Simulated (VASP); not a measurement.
# EuAgS2: single point with PBE

Crystal: EuAgS2.

```
CELL_PARAMETERS angstrom
2.02389 1.16849 7.34750
-2.02389 1.16849 7.34750
0.00000 -2.33699 7.34750
ATOMIC_POSITIONS crystal
Ag 0.50000 0.50000 0.50000
Eu 0.00000 0.00000 0.00000
S 0.26670 0.26670 0.26670
S 0.73330 0.73330 0.73330
```

```json
{
 "Program": "VASP 6.6.1",
 "Task": "single point",
 "Functional": "PBE",
 "Potentials or basis": "VASP PAW PBE potentials, release 64 (Ag, Eu, S)",
 "Cutoff": "520 eV",
 "k mesh": "8 × 8 × 8",
 "Occupations": "fermi-dirac, width 0.05 eV",
 "Spin": "collinear spin, ferromagnetic start",
 "Starting moments": "[0.0, 8.5, 0.0, 0.0] μB"
}
```

```json
{"Pressure": "-1.3 GPa", "Largest force": "1.119 eV/Å", "Band gap on the k mesh": "zero (filled and empty bands overlap)", "Net moment": "6.00 μB per cell", "Site moments": "Ag -0.02; Eu +6.21; S -0.15 μB", "Valence electrons inside the program's atomic spheres": "Ag 9.58; Eu 14.63; S 3.72"}
```

Forces on the atoms (eV/Å):
```
Ag   0.000  0.000  0.000
Eu   0.000  0.000  0.000
S    0.000  0.000 -1.119
S    0.000  0.000  1.119
```

Stress tensor (GPa, compression positive):
```
 0.60  0.00  0.00
 0.00  0.60  0.00
 0.00  0.00 -5.20
```

Levels at points of the mesh, in eV from the Fermi level:
Spin up:
```
           k point  band 20  band 21  band 22  band 23  band 24  band 25  band 26  band 27
(0.00, 0.00, 0.00)    -0.46    -0.43     0.27     0.48     0.48     1.11     3.70     3.70
(0.50, 0.00, 0.00)    -0.43    -0.42    -0.36    -0.13     0.11     2.80     3.11     4.43
(0.50, 0.50, 0.00)    -0.44    -0.43    -0.37    -0.06    -0.02     1.98     3.07     3.98
(0.50, 0.50, 0.50)    -0.46    -0.44    -0.19     0.58     0.58     2.75     3.66     3.66
```
Spin down:
```tsv
k point	band 14	band 15	band 16	band 17	band 18	band 19	band 20	band 21
(0.00, 0.00, 0.00)	-1.72	-1.18	-0.60	-0.60	1.16	4.02	4.23	4.23
(0.50, 0.00, 0.00)	-1.81	-1.75	-0.89	-0.70	2.87	3.24	3.96	4.04
(0.50, 0.50, 0.00)	-1.40	-1.36	-1.07	-0.98	2.12	3.42	3.57	3.92
(0.50, 0.50, 0.50)	-1.95	-1.95	-0.41	-0.41	2.39	4.06	4.18	4.24
```

Wall time 28 min on 1 thread of Intel(R) Xeon(R) Platinum 8488C (Sapphire Rapids), on a shared host, peak memory 0.91 GiB.

Caveat: spin-orbit coupling is left out, which moves the levels of the heavy elements; a cell with one magnetic atom can't hold antiferromagnetic order, which such compounds often take; semilocal functionals describe open f shells poorly, which spoils levels, moments and volumes; forces of over 1 eV/Å act on the atoms, so gaps and moduli don't describe the material at rest. The state reached can hang on the start; a lower one may exist.
